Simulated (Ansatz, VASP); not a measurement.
## One calculation of Sr2C, two programs

Contents of POSCAR:

```
Sr2C
1.0
    0.0000000000      3.2825231560      3.3601424465
    3.2825231560      0.0000000000      3.3601424465
    3.2825231560      3.2825231560      0.0000000000
C Sr
1 2
Direct
    0.0000000000      0.0000000000      0.0000000000
    0.2500000000      0.2500000000      0.2500000000
    0.7500000000      0.7500000000      0.7500000000
```

Contents of INCAR.step1:

```
PREC = Accurate
ENCUT = 520
EDIFF = 1E-5
ISMEAR = -1
SIGMA = 0.02
LREAL = False
LASPH = True
NELM = 80
ALGO = Normal
ISIF = 2
LWAVE = True
LCHARG = False
NBANDS = 19
GGA = PE
```

INCAR.step2

```
PREC = Accurate
ENCUT = 520
EDIFF = 1E-7
ISMEAR = -1
SIGMA = 0.02
LREAL = False
LASPH = True
NELM = 80
ALGO = Normal
ISIF = 2
LWAVE = False
LCHARG = False
GGA = PE
LHFCALC = True
HFSCREEN = 0.2079
PRECFOCK = Normal
NBANDS = 19
ISTART = 1
```

KPOINTS

```
Automatic mesh
0
Gamma
  4 4 4
```

Input for Ansatz:

```yaml
crystal:
  lattice:
    - [0.0, 3.282523156, 3.3601424465]
    - [3.282523156, 0.0, 3.3601424465]
    - [3.282523156, 3.282523156, 0.0]
  atoms:
    - { symbol: C, position: [0.0, 0.0, 0.0] }
    - { symbol: Sr, position: [0.25, 0.25, 0.25] }
    - { symbol: Sr, position: [0.75, 0.75, 0.75] }
kpoints:
  mp_grid: { grid: [4, 4, 4] }
  band_path:
    path:
      - [0.0, 0.0, 0.0]
      - [0.5, 0.0, 0.5]
      - [0.625, 0.25, 0.625]
      - [0.375, 0.375, 0.75]
      - [0.5, 0.5, 0.5]
      - [0.5, 0.25, 0.75]
    npoints: 1
hamiltonian:
  xc: hse06
scf:
  occupations: { method: fermi_dirac, width: 0.02 }
  n_extra_bands: 4
output:
  forces: true
  stress: true
  eigenvalues: true
  write_density: true
  write_potential: true
  elf: true
  volumetric_format: npy
```

Change from the starting cell: biaxial_xy strain -2.3%.

Alike in both runs: task single point; functional HSE06; k mesh 4 × 4 × 4; occupations fermi-dirac, width 0.02 eV; no spin polarisation.

```csv
,VASP,Ansatz
version,VASP 6.6.1,Ansatz 0.2.0
potentials or method,"VASP PAW PBE potentials, release 64 (C, Sr_sv)","plane waves, PAW"
plane-wave cutoff (eV),520,420
valence electrons in the cell,24,24
```

|  | VASP | Ansatz | Ansatz less VASP |
| --- | --- | --- | --- |
| pressure (GPa) | 2.5 | 2.2 | -0.26 |
| traceless stress, the component that is largest in VASP (GPa) | -1.77 | -1.76 | +0.008 |

With one functional, cell and mesh, what is left measures potentials, basis and numerics. Ansatz's warnings: stress exchange threshold loose, stress scf threshold loose.
